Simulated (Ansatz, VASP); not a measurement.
**One calculation of Pb2O, two programs**

The input INCAR:

```
PREC     = Accurate       # precision mode
ENCUT    = 520            # plane-wave cutoff, eV
EDIFF    = 1E-7           # SCF threshold, eV
ISMEAR   = 0              # smearing method
SIGMA    = 0.05           # smearing width, eV
LREAL    = False          # projectors in reciprocal space
LASPH    = True           # aspherical terms in the spheres
NELM     = 60             # most SCF steps
ALGO     = Normal         # electronic algorithm
ISIF     = 2              # what is computed and relaxed
LWAVE    = False          # write WAVECAR
LCHARG   = False          # write CHGCAR
GGA      = PS             # functional
NBANDS   = 43             # bands
```

KPOINTS

```
Automatic mesh
0
Gamma
  4 4 4
```

POSCAR

```
Pb2O
1.0
    5.3800003225      0.0000000000      0.0000000000
    0.0000000000      5.3800003225      0.0000000000
    0.0000000000      0.0000000000      5.3800003225
Pb O
4 2
Direct
    0.2500000000      0.2500000000      0.2500000000
    0.7500000000      0.7500000000      0.2500000000
    0.2500000000      0.7500000000      0.7500000000
    0.7500000000      0.2500000000      0.7500000000
    0.0000000000      0.0000000000      0.0000000000
    0.5000000000      0.5000000000      0.5000000000
```

Input for Ansatz:

```yaml
crystal:
  lattice:
    - [5.3800003225, 0.0, 0.0]
    - [0.0, 5.3800003225, 0.0]
    - [0.0, 0.0, 5.3800003225]
  atoms:
    - { symbol: Pb, position: [0.25, 0.25, 0.25] }
    - { symbol: Pb, position: [0.75, 0.75, 0.25] }
    - { symbol: Pb, position: [0.25, 0.75, 0.75] }
    - { symbol: Pb, position: [0.75, 0.25, 0.75] }
    - { symbol: O, position: [0.0, 0.0, 0.0] }
    - { symbol: O, position: [0.5, 0.5, 0.5] }
basis:
  ecutwfc: 420
  ecutrho_ratio: 4
kpoints:
  mp_grid: { grid: [4, 4, 4] }
hamiltonian:
  xc: pbesol
scf:
  occupations: { method: gaussian, width: 0.05 }
output:
  forces: true
  stress: true
```

Alike in both runs: task single point; functional PBEsol; k mesh 4 × 4 × 4; occupations gaussian, width 0.05 eV; no spin polarisation.

```csv
,VASP,Ansatz
version,VASP 6.6.1,Ansatz 0.2.0
potentials or method,"VASP PAW PBE potentials, release 64 (Pb_d, O), cutoff 520 eV","scalar-relativistic, plane waves, PAW"
valence electrons in the cell,68,68
```

```csv
,VASP,Ansatz,Ansatz less VASP
pressure (GPa),-0.2,-0.2,0.00
```

VASP's potentials were made for PBE, not for PBEsol.

Spin-orbit coupling is off throughout.
